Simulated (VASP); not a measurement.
Here is a VASP 6.6.1 calculation.

Contents of INCAR:

```
SYSTEM = WSe2
PREC = Accurate
ENCUT = 520
EDIFF = 1E-7
ISMEAR = 0
SIGMA = 0.02
LREAL = .False.
LASPH = .True.
NELM = 100
ALGO = Normal
ISIF = 2
LWAVE = .False.
LCHARG = .True.
LDIPOL = .True.
IDIPOL = 3
DIPOL = 0.5 0.5 0.500
GGA = PE
IVDW = 12
LELF = .True.
LVHAR = .True.
LVACPOTAV = .True.
NBANDS = 20
```

The input KPOINTS:

```
Automatic mesh
0
Gamma
  12 12 1
  0 0 0
```

Contents of POSCAR:

```
WSe2
1.0
    3.2198104475      0.0000000000      0.0000000000
   -1.6099052238      2.7884376429      0.0000000000
    0.0000000000      0.0000000000     32.7374894635
Se W
2 1
Direct
    0.3333333333      0.6666666667      0.4477703849
    0.3333333333      0.6666666667      0.5522296151
    0.6666666667      0.3333333333      0.5000000000
```

Potentials or basis: VASP PAW PBE potentials, release 64 (Se, W_sv).

Command:

```sh
$ cat potpaw_PBE.64/Se/POTCAR potpaw_PBE.64/W_sv/POTCAR > POTCAR
$ mpirun -np 1 vasp_std > vasp.out
```

Problem. Predict the band gap on the k mesh.

Solution. 1.54 eV, indirect (least direct gap 1.96 eV).

Problem. Estimate the dispersion energy per atom.

Solution. -0.350 eV.

Forces in eV/Å, atoms in the order of the input:
```
Se   0.000  0.000 -0.050
Se   0.000  0.000  0.050
W    0.000  0.000  0.000
```

Caveat: the cell differs from its parent crystal (biaxial strain -0.020, then relaxed in part); spin-orbit coupling is left out, which moves the levels of the heavy elements.
